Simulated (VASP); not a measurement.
# Bi (R-3m) in VASP: relaxation of cell and atoms with PBE+D4

Aim: the relaxation of cell and atoms of Bi with PBE+D4.

All numbers are computed with VASP 6.6.1; they aren't measurements. Logs are shortened: lines on timing, memory, paths and dates and some standing lists are left out, and cuts for length are marked.

## (1) The cell of the first run

Symmetry: R-3m, No. 166, trigonal system. Conventional cell: a = 4.535 Å, b = 4.535 Å, c = 11.814 Å, α = 90.00°, β = 90.00°, γ = 120.00°. Bi (site symmetry 3m) has 6 Bi at 3.06 to 3.52 Å within 4.0 Å.

## (2) Relaxation of cell and atoms, PBE+D4

File INCAR:

```
PREC     = Accurate       # precision mode
ENCUT    = 600            # plane-wave cutoff, eV
EDIFF    = 1E-7           # SCF threshold, eV
ISMEAR   = 0              # smearing method
SIGMA    = 0.1            # smearing width, eV
LREAL    = False          # projectors in reciprocal space
LASPH    = True           # aspherical terms in the spheres
NELM     = 100            # most SCF steps
ALGO     = Fast           # electronic algorithm
ISIF     = 3              # what is computed and relaxed
LWAVE    = False          # write WAVECAR
LCHARG   = False          # write CHGCAR
GGA      = PE             # functional
IVDW     = 13             # dispersion correction
IBRION   = 2              # ionic algorithm
NSW      = 100            # ionic steps
EDIFFG   = -0.002         # ionic threshold
```

File KPOINTS:

```
Automatic mesh
0
Gamma
  12 12 12
```

File POSCAR:

```
Bi
1.0
    2.2675000000      1.3091417354      3.9380000000
   -2.2675000000      1.3091417354      3.9380000000
    0.0000000000     -2.6182834708      3.9380000000
Bi
2
Direct
    0.2340000000      0.2340000000      0.2340000000
    0.7660000000      0.7660000000      0.7660000000
```

Potentials or basis: VASP PAW PBE potentials, release 64 (Bi_d).

Launch:

```bash
> cat potpaw_PBE.64/Bi_d/POTCAR > POTCAR
> mpirun -np 1 vasp_std > vasp.out
```

OUTCAR:

```text
PREC = Accurate
   ENCUT = 600
   EDIFF = 1E-7
   ISMEAR = 0
   LREAL = False
   LASPH = True
   NELM = 100
   ISIF = 3
   GGA = PE
   IVDW = 13
   IBRION = 2
   NSW = 100
   EDIFFG = -0.002

 ion  position               nearest neighbor table
   1  0.234  0.234  0.234-   2 3.06   2 3.06   2 3.06   2 3.52   2 3.52   2 3.52
   2  0.766  0.766  0.766-   1 3.06   1 3.06   1 3.06   1 3.52   1 3.52   1 3.52

  LATTYP: Found a trigonal (rhomboedric) cell.
 ALAT       =     4.7289800521
 COS(alpha) =     0.5401781303

  Lattice vectors:

 A1 = (   2.2675000000,   1.3091417354,   3.9380000000)
 A2 = (  -2.2675000000,   1.3091417354,   3.9380000000)
 A3 = (   0.0000000000,  -2.6182834708,   3.9380000000)

Analysis of symmetry for initial positions (statically):
=====================================================================
 Subroutine PRICEL returns:
 Original cell was already a primitive cell.

 Routine SETGRP: Setting up the symmetry group for a
 trigonal (rhombohedral) supercell.

 Subroutine GETGRP returns: Found 12 space group operations
 (whereof 12 operations were pure point group operations)
 out of a pool of 12 trial point group operations.

The static configuration has the point symmetry D_3d.

Analysis of symmetry for dynamics (positions and initial velocities):
=====================================================================
 Subroutine PRICEL returns:
 Original cell was already a primitive cell.

 Routine SETGRP: Setting up the symmetry group for a
 trigonal (rhombohedral) supercell.

 Subroutine GETGRP returns: Found 12 space group operations
 (whereof 12 operations were pure point group operations)
 out of a pool of 12 trial point group operations.

The dynamic configuration has the point symmetry D_3d.

 Subroutine INISYM returns: Found 12 space group operations
 (whereof 12 operations are pure point group operations),
 and found     1 'primitive' translations

----------------------------------------------------------------------------------------

                                     Primitive cell

  volume of cell :      70.1392

  direct lattice vectors                    reciprocal lattice vectors
     2.267500000  1.309141735  3.938000000     0.220507166  0.127309872  0.084645336
    -2.267500000  1.309141735  3.938000000    -0.220507166  0.127309872  0.084645336
     0.000000000 -2.618283471  3.938000000     0.000000000 -0.254619744  0.084645336

  length of vectors
     4.728980052  4.728980052  4.728980052     0.268320791  0.268320791  0.268320791

  position of ions in fractional coordinates (direct lattice)
     0.234000000  0.234000000  0.234000000
     0.766000000  0.766000000  0.766000000

  ion indices of the primitive-cell ions
   primitive index   ion index
                 1           1
                 2           2

----------------------------------------------------------------------------------------

 KPOINTS: Automatic mesh

Automatic generation of k-mesh.
 Grid dimensions read from file:
 generate k-points for:   12   12   12

 Generating k-lattice:

  Cartesian coordinates                     Fractional coordinates (reciprocal lattice)
     0.018375597  0.010609156  0.007053778     0.083333333 -0.000000000  0.000000000
    -0.018375597  0.010609156  0.007053778    -0.000000000  0.083333333  0.000000000
     0.000000000 -0.021218312  0.007053778     0.000000000  0.000000000  0.083333333

  Length of vectors
     0.022360066  0.022360066  0.022360066

  Shift w.r.t. Gamma in fractional coordinates (k-lattice)
     0.000000000  0.000000000  0.000000000

 Subroutine IBZKPT returns following result:
 ===========================================

 Found    189 irreducible k-points:

 Following reciprocal coordinates:
            Coordinates               Weight
  0.000000  0.000000  0.000000      1.000000
  0.083333  0.000000  0.000000      6.000000
  0.166667  0.000000 -0.000000      6.000000
  0.250000  0.000000  0.000000      6.000000
  0.333333  0.000000  0.000000      6.000000
  0.416667  0.000000 -0.000000      6.000000
[... 16 lines left out ...]
  0.500000  0.166667  0.000000     12.000000
 -0.416667  0.166667  0.000000     12.000000
 [... further k-points ...]
   k-points           NKPTS =    189   k-points in BZ     NKDIM =    189   number of bands    NBANDS=     19
   number of dos      NEDOS =    301   number of ions     NIONS =      2
   total plane-waves  NPLWV =  64000
   dimension x,y,z NGX =    40 NGY =   40 NGZ =   40
   dimension x,y,z NGXF=    80 NGYF=   80 NGZF=   80
   ions per type =               2
   NGX,Y,Z   is equivalent  to a cutoff of  14.06, 14.06, 14.06 a.u.
   NGXF,Y,Z  is equivalent  to a cutoff of  28.12, 28.12, 28.12 a.u.
 SYSTEM =  unknown system
   PREC   = accura    normal or accurate (medium, high low for compatibility)
   ISTART =      0    job   : 0-new  1-cont  2-samecut
   ICHARG =      2    charge: 1-file 2-atom 10-const
   ISPIN  =      1    spin polarized calculation?
   LNONCOLLINEAR =      F non collinear calculations
   LSORBIT =      F    spin-orbit coupling
   LASPH  =      T    aspherical Exc in radial PAW
   ENCUT  =  600.0 eV  44.10 Ry    6.64 a.u.   9.44  9.44  9.44*2*pi/ulx,y,z
   NELM   =    100;   NELMIN=  2; NELMDL= -5     # of ELM steps
   EDIFF  = 0.1E-06   stopping-criterion for ELM
   LREAL  =      F    real-space projection
   EDIFFG = -.2E-02   stopping-criterion for IOM
   NSW    =    100    number of steps for IOM
   IBRION =      2    ionic relax: 0-MD 1-quasi-New 2-CG
   NFREE  =      1    steps in history (QN), initial steepest desc. (CG)
   ISIF   =      3    stress and relaxation
   ISYM   =      2    0-nonsym 1-usesym 2-fastsym
   POTIM  = 0.5000    time-step for ionic-motion
   TEBEG  =    0.0;   TEEND  =   0.0 temperature during run
   PSTRESS=    0.0 pullay stress
   NELECT =      30.0000    total number of electrons
   NUPDOWN=      -1.0000    fix difference up-down
   EMIN   =  10.00;   EMAX   =-10.00  energy-range for DOS
   EFERMI =   0.00;   METHOD = LEGACY
   ISMEAR =     0;   SIGMA  =   0.10  broadening in eV -4-tet -1-fermi 0-gaus
   EFERMI_NEDOS =   21; number of points for ismear=-14 and -15
   IALGO  =     68    algorithm
   IMIX   =      4    mixing-type and parameters
     AMIX     =   0.40;   BMIX     =  1.00
     AMIX_MAG =   1.60;   BMIX_MAG =  1.00
  volume/ion in A,a.u.               =      35.07       236.66
  Fermi-wavevector in a.u.,A,eV,Ry     =   1.233469  2.330919 20.700530  1.521446
  Thomas-Fermi vector in A             =   2.368198
   LORBIT       =      0    0 simple, 1 ext, 2 COOP (PROOUT), +10 PAW based schemes
   GGA     = PE    functional components
   LHFCALC =     F    Hartree Fock is set to
   AEXX    =    0.0000 exact exchange contribution
   IVDW    =    13    specifies the selected vdW correction
   LEPSILON=     F    determine dielectric tensor
   LRPA    =     F    only Hartree local field effects (RPA)
 conjugate gradient relaxation of ions
 non-spin polarized calculation
 RMM-DIIS sequential band-by-band and
 Gauss-broadening in eV      SIGMA  =   0.10
  energy-cutoff  :      600.00
  volume of cell :       70.14
 maximum number of plane-waves:      2367
 NGX is ok and might be reduce to    40
   NGX = 19   NGY = 19   NGZ = 19

--------------------------------------- Ionic step        1  -------------------------------------------

 number of electron      30.0000001 magnetization

 Free energy of the ion-electron system (eV)
  ---------------------------------------------------
  ext. energy  EPLUGINS =         0.00000000
  ---------------------------------------------------
  free energy    TOTEN  =        -7.75143378 eV

  energy without entropy =       -7.75034831  energy(sigma->0) =       -7.75089104

------------------------ aborting loop because EDIFF is reached ----------------------------------------

  DFT-D4 for vdW energy calculation

  Edisp (eV):   -0.98949

  FORCE on cell =-STRESS in cart. coord.  units (eV):
  Direction    XX          YY          ZZ          XY          YZ          ZX
  --------------------------------------------------------------------------------------
  -------------------------------------------------------------------------------------
  Total      -0.01129    -0.01129     0.01285     0.00000     0.00000     0.00000
  in kB      -0.25779    -0.25779     0.29357     0.00000     0.00000     0.00000
  external pressure =       -0.07 kB  Pullay stress =        0.00 kB
[... 97 lines left out ...]
  FREE ENERGIE OF THE ION-ELECTRON SYSTEM (eV)
  ---------------------------------------------------
  free  energy   TOTEN  =        -8.7469570284 eV

  energy  without entropy=       -8.7457225624  energy(sigma->0) =       -8.74633980

[... ionic steps 4 to 10 ...]

--------------------------------------- Ionic step       11  -------------------------------------------

 number of electron      30.0000003 magnetization

------------------------ aborting loop because EDIFF is reached ----------------------------------------

  DFT-D4 for vdW energy calculation

  Edisp (eV):   -1.00541
[... 69 lines left out ...]
  energy  without entropy=       -8.7482726154  energy(sigma->0) =       -8.74885616

--------------------------------------- Ionic step       13  -------------------------------------------

 number of electron      30.0000004 magnetization

 Free energy of the ion-electron system (eV)
  ---------------------------------------------------
  ext. energy  EPLUGINS =         0.00000000
  ---------------------------------------------------
  free energy    TOTEN  =        -7.74436629 eV

  energy without entropy =       -7.74319815  energy(sigma->0) =       -7.74378222

 E-fermi :   6.5485     XC(G=0):  -9.6332

 val. band max:        6.5360933938   @ k =   0.4167   0.0833   0.0833
 cond. band min:       6.6383769318   @ k =   0.4167   0.0000  -0.0000
 fundamental gap:      0.1022835380
 Fermi energy:         6.5484740583

 k-point     1 :       0.0000    0.0000    0.0000
  band No.  band energies     occupation
      1     -16.3965      2.00000
      2     -16.3965      2.00000
      3     -16.2427      2.00000
      4     -16.2427      2.00000
      5     -16.2331      2.00000
      6     -16.0546      2.00000
[... 11 lines left out ...]
     18       9.6016      0.00000
     19      12.0610      0.00000
[... 489 lines left out ...]
      3     -16.1940      2.00000
      4     -16.1767      2.00000
      5     -16.1568      2.00000
      6     -16.1417      2.00000
[... 11 lines left out ...]
     18       9.8282      0.00000
     19      13.4081      0.00000

 [... further k-points ...]

------------------------ aborting loop because EDIFF is reached ----------------------------------------

  DFT-D4 for vdW energy calculation

  Edisp (eV):   -1.00507

  FORCE on cell =-STRESS in cart. coord.  units (eV):
  Direction    XX          YY          ZZ          XY          YZ          ZX
  --------------------------------------------------------------------------------------
  -------------------------------------------------------------------------------------
  Total       0.00003     0.00003    -0.00356    -0.00000     0.00000     0.00000
  in kB       0.00080     0.00080    -0.08268    -0.00000     0.00000     0.00000
  external pressure =       -0.03 kB  Pullay stress =        0.00 kB
[... 17 lines left out ...]
  FREE ENERGIE OF THE ION-ELECTRON SYSTEM (eV)
  ---------------------------------------------------
  free  energy   TOTEN  =        -8.7494400938 eV

  energy  without entropy=       -8.7482719478  energy(sigma->0) =       -8.74885602

 reached required accuracy - stopping structural energy minimisation
```

Run time: 57 min. Hardware: 1 thread of Oxide Virtual Turin-like, shared host; peak memory 0.41 GiB.

What came out:

* Free energy: -8.7494 eV
* Relaxed volume: 34.51 Å³/atom
* Relaxed cell: a = 4.681 Å, b = 4.681 Å, c = 4.681 Å, α = 57.90°, β = 57.90°, γ = 57.90°
* Space group after relaxing (to 0.05 Å): R-3m (No. 166)
* Energy gained by relaxing: 4.3 meV/atom
* Ionic steps: 13
* Pressure after relaxing: 0.0 GPa
* Band gap on the k mesh: zero (band 15 reaches 6.50 eV, above the bottom of band 16 at 6.30 eV)
* Dispersion energy per atom: -0.503 eV

The path:
| step | energy change (eV) | largest force (eV/Å) | pressure (GPa) | volume (Å³) |
| --- | --- | --- | --- | --- |
| 1 | 0.0000 | 0.2274 | -0.01 | 70.14 |
| 2 | -0.0040 | 0.1310 | -0.22 | 70.12 |
| 3 | -0.0060 | 0.0221 | -0.46 | 70.10 |
| 4 | -0.0075 | 0.0339 | 0.27 | 68.86 |
| 5 | -0.0077 | 0.0326 | 0.10 | 69.13 |
| 6 | -0.0082 | 0.0117 | 0.07 | 69.05 |
| 7 | -0.0084 | 0.0124 | 0.04 | 68.94 |
| 8 | -0.0084 | 0.0155 | 0.04 | 68.92 |
| 9 | -0.0085 | 0.0078 | -0.03 | 69.05 |
| 10 | -0.0085 | 0.0066 | -0.03 | 69.07 |
| 11 | -0.0085 | 0.0050 | 0.03 | 68.99 |
| 12 | -0.0085 | 0.0011 | 0.01 | 69.01 |
| 13 | -0.0085 | 0.0007 | 0.00 | 69.02 |

Final structure:
```
Bi
1.0
     2.26564    1.30807    3.88136
    -2.26564    1.30807    3.88136
     0.00000   -2.61613    3.88136
Bi
2
Cartesian
  0.0000 0.0000 2.7624
  0.0000 0.0000 8.8817
```

Caveat: spin-orbit coupling is left out, which moves the levels of the heavy elements; pairwise dispersion overbinds metals, which lowers pressure and volume.
